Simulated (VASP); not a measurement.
Set up this calculation in VASP 6.6.1, as the native input.

* Task: single point
* Functional: PBE
* Potentials or basis: VASP PAW PBE potentials, release 64 (Ni_sv_GW, O)
* Cutoff: 700 eV
* k mesh: 9 × 9 × 9
* Occupations: fermi-dirac, width 0.05 eV
* Spin: collinear spin, ferromagnetic start
* Starting moments: [0.8, 0.0] μB
* Fixed moment: 0.8 μB
* Dipole correction: no
* Further INCAR settings: ALGO = Normal; EDIFF = 1e-06; NBANDS = 23

The structure of NiO lies in POSCAR:

```
NiO
1.0
    0.0000000000      2.0913095100      2.0913095100
    2.0913095100      0.0000000000      2.0913095100
    2.0913095100      2.0913095100      0.0000000000
Ni O
1 1
Direct
    0.0000000000      0.0000000000      0.0000000000
    0.5000000000      0.5000000000      0.5000000000
```

These files were run (other wordings do the same):

INCAR

```
SYSTEM = NiO
PREC     = Accurate       ! precision mode
ENCUT    = 700            ! plane-wave cutoff, eV
EDIFF    = 1E-6           ! SCF threshold, eV
ISMEAR   = -1             ! smearing method
SIGMA    = 0.05           ! smearing width, eV
LREAL    = .FALSE.        ! projectors in reciprocal space
LASPH    = .TRUE.         ! aspherical terms in the spheres
NELM     = 200            ! most SCF steps
ALGO     = Normal         ! electronic algorithm
ISIF     = 2              ! what is computed and relaxed
LWAVE    = .FALSE.        ! write WAVECAR
LCHARG   = .FALSE.        ! write CHGCAR
ISPIN    = 2              ! spin polarisation
MAGMOM   = 0.8 0          ! initial moments
LORBIT   = 11             ! projections on sites
NUPDOWN  = 0.8            ! fixed moment
LMAXMIX  = 4              ! l up to which the mixer works
GGA      = PE             ! functional
NBANDS   = 23             ! bands
GGA_COMPAT= .FALSE.
```

KPOINTS

```
Automatic mesh
0
G
  9 9 9
  0 0 0
```

Potentials or basis: VASP PAW PBE potentials, release 64 (Ni_sv_GW, O).

Run with:

```sh
$ cat potpaw_PBE.64/Ni_sv_GW/POTCAR potpaw_PBE.64/O/POTCAR > POTCAR
$ mpirun -np 1 vasp_std > vasp.out
```

Results of the run:

| Property | Result |
| --- | --- |
| Pressure | -2.6 GPa |
| Net moment | 0.80 μB per cell |
| Site moments | Ni +0.70; O +0.08 μB |
| Valence electrons inside the program's atomic spheres | Ni 16.20; O 4.94 |

Caveat: the total moment is fixed, so each spin has its own Fermi level and the state may be an excited one; a cell with one magnetic atom can't hold antiferromagnetic order, which such compounds often take.

It took 44 s on 1 thread of Intel(R) Xeon(R) Platinum 8488C (Sapphire Rapids), with other jobs on the host, peak memory 0.21 GiB.
